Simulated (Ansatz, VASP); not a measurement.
# Two plane-wave programs on TiO2

```
Ti O
1.0
     4.25550    0.00000    0.00000
     0.00000    4.25550    0.00000
     0.00000    0.00000    2.82289
Ti O
2 4
Direct
  0.00000 0.00000 0.00000
  0.50000 0.50000 0.50000
  0.30106 0.30106 0.00000
  0.69894 0.69894 0.00000
  0.80106 0.19894 0.50000
  0.19894 0.80106 0.50000
```

Change from the starting cell: volume scaled by 0.8, PAW files.

Alike in both runs: task single point; functional PBE; k mesh 8 × 8 × 11; occupations fermi-dirac, width 0.08 eV; no spin polarisation.

|  | VASP | Ansatz |
| --- | --- | --- |
| version | VASP 6.6.1 | Ansatz 0.2.0 |
| potentials or method | VASP PAW PBE potentials, release 64 (Ti_sv, O) | PAW with Ansatz's default frozen-core files, scalar-relativistic |
| plane-wave cutoff (eV) | 520 | 420 |
| valence electrons in the cell | 48 | 48 |

```csv
,VASP,Ansatz,Ansatz less VASP
pressure (GPa),78.0,77.1,-0.87
"traceless stress, the component that is largest in VASP (GPa)",0.12,0.02,-0.107
rms of the force components (eV/Å),0.009,0.000,-0.0082
```

Atom by atom the forces differ by 0.008 eV/Å (rms over components). Both programs put the cell under a high pressure, so it lies far from rest at this level. With one functional, cell and mesh, what is left measures potentials, basis and numerics.

Noted on VASP's run: the cell as given lies far from equilibrium.
